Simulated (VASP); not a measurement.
Here is a VASP 6.6.1 calculation.

INCAR

```
PREC     = Accurate       # precision mode
ENCUT    = 520            # plane-wave cutoff, eV
EDIFF    = 1E-6           # SCF threshold, eV
ISMEAR   = -1             # smearing method
SIGMA    = 0.05           # smearing width, eV
LREAL    = False          # projectors in reciprocal space
LASPH    = True           # aspherical terms in the spheres
NELM     = 60             # most SCF steps
ALGO     = Normal         # electronic algorithm
ISIF     = 2              # what is computed and relaxed
LWAVE    = False          # write WAVECAR
LCHARG   = False          # write CHGCAR
GGA      = CA             # functional
NBANDS   = 11             # bands
```

The input KPOINTS:

```
Automatic mesh
0
Gamma
  12 12 12
```

The input POSCAR:

```
Pd
1.0
   -1.5722810000      1.5722810000      1.5722810000
    1.5722810000     -1.5722810000      1.5722810000
    1.5722810000      1.5722810000     -1.5722810000
Pd
1
Direct
    0.0000000000      0.0000000000      0.0000000000
```

Potentials or basis: VASP PAW LDA potentials, release 64 (Pd).

Command:

```console
$ cat potpaw_LDA.64/Pd/POTCAR > POTCAR
$ mpirun -np 1 vasp_std > vasp.out
```

(1) What does it give for the band gap on the k mesh?

(2) Estimate the pressure.

Results:

(1) zero (band 5 reaches 9.27 eV, above the bottom of band 6 at 7.73 eV).

(2) -15.1 GPa.
